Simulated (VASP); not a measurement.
Write the native input for VASP 6.6.1 that does the following.

```yaml
Task: single point
Functional: r2SCAN
Potentials_or_basis: VASP PAW PBE potentials, release 64 (Rb_sv)
Cutoff: 520 eV
k_mesh: 8 × 8 × 8
Occupations: gaussian, width 0.05 eV
Spin: no spin polarisation
Dipole_correction: no
Further_INCAR_settings: ALGO = Normal; EDIFF = 1e-06; NBANDS = 10
```

Rb:

```
Rb
1.0
    -2.95451    2.95451    2.73085
     2.95451   -2.95451    2.73085
     2.95451    2.95451   -2.73085
Rb
1
Direct
  0.00000 0.00000 0.00000
```

These files were run (other wordings do the same):

POSCAR

```
Rb
1.0
   -2.9545118615      2.9545118615      2.7308451955
    2.9545118615     -2.9545118615      2.7308451955
    2.9545118615      2.9545118615     -2.7308451955
Rb
1
Direct
    0.0000000000      0.0000000000      0.0000000000
```

INCAR.step1

```
PREC     = Accurate       # precision mode
ENCUT    = 520            # plane-wave cutoff, eV
ISMEAR   = 0              # smearing method
SIGMA    = 0.05           # smearing width, eV
LREAL    = F              # projectors in reciprocal space
LASPH    = T              # aspherical terms in the spheres
NELM     = 60             # most SCF steps
NBANDS   = 10             # bands
GGA      = PE             # functional
ALGO     = Normal         # electronic algorithm
EDIFF    = 1E-4           # SCF threshold, eV
LWAVE    = T              # write WAVECAR
LCHARG   = F              # write CHGCAR
```

INCAR.step2

```
PREC     = Accurate       # precision mode
ENCUT    = 520            # plane-wave cutoff, eV
EDIFF    = 1E-6           # SCF threshold, eV
ISMEAR   = 0              # smearing method
SIGMA    = 0.05           # smearing width, eV
LREAL    = F              # projectors in reciprocal space
LASPH    = T              # aspherical terms in the spheres
NELM     = 60             # most SCF steps
ALGO     = Normal         # electronic algorithm
ISIF     = 2              # what is computed and relaxed
LWAVE    = F              # write WAVECAR
LCHARG   = T              # write CHGCAR
METAGGA  = R2SCAN         # meta-GGA
LMIXTAU  = T            
LELF     = T              # ELF
LVHAR    = T            
NBANDS   = 10             # bands
ISTART   = 1
```

KPOINTS

```
Automatic mesh
0
Gamma
  8 8 8
```

Potentials or basis: VASP PAW PBE potentials, release 64 (Rb_sv).

Launch:

```console
$ cat potpaw_PBE.64/Rb_sv/POTCAR > POTCAR
$ cp INCAR.step1 INCAR
$ mpirun -np 1 vasp_std > vasp.out
$ cp INCAR.step2 INCAR
$ mpirun -np 1 vasp_std > vasp.out
```

Results of the run:

```
Pressure               : 0.0 GPa
Band gap on the k mesh : zero (an odd number of electrons rules out a gap without spin polarisation)
```

Caveat: the PAW data sets were made with another functional, which shifts forces and pressure a little.

Run time: 3.8 min on 1 thread of AMD EPYC 7R13 Processor (Zen 3) (shared host), peak memory 0.24 GiB.
